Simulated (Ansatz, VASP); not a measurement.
# Ta3N in VASP and in Ansatz

File INCAR:

```
PREC = Accurate
ENCUT = 520
EDIFF = 1E-6
ISMEAR = 0
SIGMA = 0.15
LREAL = False
LASPH = True
NELM = 80
ALGO = Normal
ISIF = 2
LWAVE = False
LCHARG = True
GGA = PE
LELF = True
LVHAR = True
NBANDS = 27
```

KPOINTS

```
Automatic mesh
0
Gamma
  18 18 6
```

The input POSCAR:

```
Ta3N
1.0
    3.0217748255      0.0000000000      0.0000000000
   -1.5108874128      2.6169337634      0.0000000000
    0.0000000000      0.0000000000      7.5575881873
Ta N
3 1
Direct
   -0.0965329786     -0.0482664893      0.4527367376
    0.2368003547      0.6184001774      0.1263317923
    0.5701336880      0.2850668440      0.7791416829
    0.0000000000      0.0000000000      0.0000000000
```

Input for Ansatz:

```yaml
crystal:
  lattice:
    - [3.0217748255, 0.0, 0.0]
    - [-1.5108874128, 2.6169337634, 0.0]
    - [0.0, 0.0, 7.5575881873]
  atoms:
    - { symbol: Ta, position: [-0.0965329786, -0.0482664893, 0.4527367376] }
    - { symbol: Ta, position: [0.2368003547, 0.6184001774, 0.1263317923] }
    - { symbol: Ta, position: [0.570133688, 0.285066844, 0.7791416829] }
    - { symbol: "N", position: [0.0, 0.0, 0.0] }
basis:
  ecutwfc: 420
kpoints:
  mp_grid: { grid: [18, 18, 6] }
hamiltonian:
  xc: pbe
scf:
  occupations: { method: gaussian, width: 0.15 }
output:
  forces: true
  stress: true
  eigenvalues: true
```

Change from the starting cell: all Ta atoms moved +0.438 Å, as atom 1 towards its neighbour atom 2 (Ta) at 3.021 Å.

Alike in both runs: task single point; functional PBE; k mesh 18 × 18 × 6; occupations gaussian, width 0.15 eV; no spin polarisation.

|  | VASP | Ansatz |
| --- | --- | --- |
| version | VASP 6.6.1 | Ansatz 0.2.0 |
| potentials or method | VASP PAW PBE potentials, release 64 (Ta_pv, N), cutoff 520 eV | scalar-relativistic, plane waves, PAW |
| valence electrons in the cell | 38 | 44 |

Ansatz gave:

```
gap on the k mesh at the Fermi level (eV)                     : none
pressure (GPa)                                                : 12.2
traceless stress, the component that is largest in VASP (GPa) : -7.12
rms of the force components (eV/Å)                            : 2.300
```

**Question.** Which values does VASP return?

**Answer.** gap on the k mesh at the Fermi level (eV): none; pressure (GPa): 12.7; traceless stress, the component that is largest in VASP (GPa): -7.32; rms of the force components (eV/Å): 2.349.

Atom by atom the forces differ by 0.053 eV/Å (rms over components). A gap of «none» marks a metal or a gap that the smearing closes. VASP's potentials hold 38 valence electrons a cell and Ansatz's 44, so a difference there can come from the potentials and not from the codes.

Spin-orbit coupling is off throughout.
